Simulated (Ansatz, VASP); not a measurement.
**Two plane-wave programs on SiO2**

INCAR

```
PREC = Accurate
ENCUT = 520
EDIFF = 1E-6
ISMEAR = 0
SIGMA = 0.05
LREAL = F
LASPH = T
NELM = 60
ALGO = Normal
ISIF = 2
LWAVE = F
LCHARG = F
NBANDS = 25
```

The input KPOINTS:

```
Automatic mesh
0
Gamma
  6 6 10
```

POSCAR

```
SiO2
1.0
    3.7804292839      0.0000000000      0.0000000000
    0.0000000000      3.7804292839      0.0000000000
    0.0000000000      0.0000000000      2.7007386804
Si O
2 4
Direct
    0.5000000000      0.5000000000      0.5000000000
    0.0000000000      0.0000000000      0.0000000000
    0.6944252994      0.6944252994      0.0000000000
    0.1944252994      0.8055747006      0.5000000000
    0.3055747006      0.3055747006      0.0000000000
    0.8055747006      0.1944252994      0.5000000000
```

Input for Ansatz:

```yaml
crystal:
  lattice:
    - [3.7804292839, 0.0, 0.0]
    - [0.0, 3.7804292839, 0.0]
    - [0.0, 0.0, 2.7007386804]
  atoms:
    - { symbol: Si, position: [0.5, 0.5, 0.5] }
    - { symbol: Si, position: [0.0, 0.0, 0.0] }
    - { symbol: O, position: [0.6944252994, 0.6944252994, 0.0] }
    - { symbol: O, position: [0.1944252994, 0.8055747006, 0.5] }
    - { symbol: O, position: [0.3055747006, 0.3055747006, 0.0] }
    - { symbol: O, position: [0.8055747006, 0.1944252994, 0.5] }
basis:
  ecutwfc: 520.0
kpoints:
  mp_grid: { grid: [6, 6, 10] }
hamiltonian:
  xc: lda
  pseudopotentials: { kind: paw, azcp: { folder: soft_1 } }
scf:
  occupations: { method: gaussian, width: 0.05 }
output:
  forces: true
  stress: true
  eigenvalues: true
```

Alike in both runs: task single point; functional LDA; k mesh 6 × 6 × 10; occupations gaussian, width 0.05 eV; no spin polarisation.

```csv
,VASP,Ansatz
version,VASP 6.6.1,Ansatz 0.2.0
potentials or method,"VASP PAW LDA potentials, release 64 (Si, O), cutoff 520 eV","scalar-relativistic, plane waves, PAW"
valence electrons in the cell,32,32
```

VASP gave:

```
gap on the k mesh at the Fermi level (eV) : 5.52
least direct gap on the mesh (eV)         : 5.52
rms of the force components (eV/Å)        : 0.421
```

Q: Estimate Ansatz's values.

A: gap on the k mesh at the Fermi level (eV): 5.58; least direct gap on the mesh (eV): 5.58; rms of the force components (eV/Å): 0.426.

Ansatz warns that its potentials were made for another functional, while VASP's fit it. LDA's correlation is that of Perdew and Zunger in VASP and of Perdew and Wang (1992) in Ansatz. Atom by atom the forces differ by 0.005 eV/Å (rms over components).
